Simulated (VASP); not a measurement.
NaCl, 2 atoms in the cell. The structure is tetragonal, space group I4/mmm (No. 139). Conventional cell: a = 4.005 Å, b = 4.005 Å, c = 6.117 Å, α = 90.00°, β = 90.00°, γ = 90.00°. Within 3.7 Å of Na (site symmetry 4/mmm) lie 6 Cl at 2.83 to 3.06 Å. Cl (site symmetry 4/mmm) has 6 Na at 2.83 to 3.06 Å within 3.7 Å.  This cell differs from its parent crystal: strain +0.000 along x and y, +0.080 along z.

| Property | Result |
| --- | --- |
| Program | VASP 6.6.1 |
| Task | single point |
| Functional | PBEsol |
| Potentials or basis | VASP PAW PBE potentials, release 64 (Na_pv, Cl) |
| Cutoff | 520 eV |
| k mesh | 8 × 8 × 8 |
| Occupations | gaussian, width 0.05 eV |
| Spin | no spin polarisation |
| Dipole correction | no |
| Further INCAR settings | ALGO = Normal; EDIFF = 1e-07; NBANDS = 14 |

Potentials or basis: VASP PAW PBE potentials, release 64 (Na_pv, Cl).

Run with:

```console
$ cat potpaw_PBE.64/Na_pv/POTCAR potpaw_PBE.64/Cl/POTCAR > POTCAR
$ mpirun -np 1 vasp_std > vasp.out
```

Hardware: 1 thread of AMD EPYC 9R45 96-Core Processor (Zen 5) (shared host).

Q: Estimate the wall time of this run.

A: Run time: 25 s on 1 thread of AMD EPYC 9R45 96-Core Processor (Zen 5), with other jobs on the host, peak memory 0.16 GiB. Counts: scf iterations 15, k points 59.
